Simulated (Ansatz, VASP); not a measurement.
**One calculation of CuSb, two programs**

```
CELL_PARAMETERS angstrom
0.00000 2.70910 2.70910
2.70910 0.00000 2.70910
2.70910 2.70910 0.00000
ATOMIC_POSITIONS crystal
Cu 0.50000 0.50000 0.50000
Sb 0.00000 0.00000 0.00000
```

Alike in both runs: task single point; functional r2SCAN; k mesh 12 × 12 × 12; occupations gaussian, width 0.05 eV; no spin polarisation.

|  | VASP | Ansatz |
| --- | --- | --- |
| version | VASP 6.6.1 | Ansatz 0.2.0 |
| potentials or method | VASP PAW PBE potentials, release 64 (Cu, Sb), cutoff 520 eV | scalar-relativistic, plane waves, PAW |
| valence electrons in the cell | 16 | 34 |

```tsv
	VASP	Ansatz	Ansatz less VASP
gap on the k mesh at the Fermi level (eV)	none	none	-
pressure (GPa)	-1.6	-1.6	-0.06
```

VASP's potentials were made for PBE, not for r2SCAN. A gap of «none» marks a metal or a gap that the smearing closes. VASP's potentials hold 16 valence electrons a cell and Ansatz's 34, so a difference there can come from the potentials and not from the codes.

Spin-orbit coupling is off throughout.
